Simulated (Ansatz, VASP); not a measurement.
## One calculation of InP, two programs

Contents of INCAR:

```
SYSTEM = InP
PREC = Accurate ; ENCUT = 600
EDIFF = 1E-7 ; ISMEAR = 0
SIGMA = 0.1 ; LREAL = .False.
LASPH = .True. ; NELM = 80
ALGO = Normal ; ISIF = 3
LWAVE = .False. ; LCHARG = .False.
GGA = PE ; IBRION = 2
NSW = 100 ; EDIFFG = -0.005
```

The input KPOINTS:

```
Automatic mesh
0
Gamma
  14 14 14
  0 0 0
```

POSCAR

```
InP
1.0
    0.0000000000      2.7684979508      2.7684979508
    2.7684979508      0.0000000000      2.7684979508
    2.7684979508      2.7684979508      0.0000000000
In P
1 1
Direct
    0.0000000000      0.0000000000      0.0000000000
    0.5000000000      0.5000000000      0.5000000000
```

Input for Ansatz:

```yaml
crystal:
  lattice:
    - [0.0, 2.7684979557, 2.7684979557]
    - [2.7684979557, 0.0, 2.7684979557]
    - [2.7684979557, 2.7684979557, 0.0]
  atoms:
    - { symbol: In, position: [0.0, 0.0, 0.0] }
    - { symbol: P, position: [0.5, 0.5, 0.5] }
basis:
  ecutwfc: 420
kpoints:
  mp_grid: { grid: [14, 14, 14] }
hamiltonian:
  xc: pbe
scf:
  occupations: { method: gaussian, width: 0.1 }
output:
  forces: true
  stress: true
  eigenvalues: true
relax:
  adjacent_minimum: "off"
  f_tol: 0.005
  max_steps: 80
  cell: { stress_tol: 0.05 }
```

Alike in both runs: task relaxation of cell and atoms; functional PBE; k mesh 14 × 14 × 14; occupations gaussian, width 0.1 eV; no spin polarisation.

|  | VASP | Ansatz |
| --- | --- | --- |
| version | VASP 6.6.1 | Ansatz 0.2.0 |
| potentials or method | VASP PAW PBE potentials, release 64 (In_d, P), cutoff 600 eV | scalar-relativistic, plane waves, PAW |
| valence electrons in the cell | 18 | 18 |

```tsv
	VASP	Ansatz	Ansatz less VASP
gap on the k mesh at the Fermi level, each at its own relaxed structure (eV)	none	none	-
relaxed volume (Å³/atom)	21.26	21.26	-0.001
relaxed cell length with the largest relative difference (Å)	3.918	3.918	-0.0001
```

A gap of «none» marks a metal or a gap that the smearing closes.
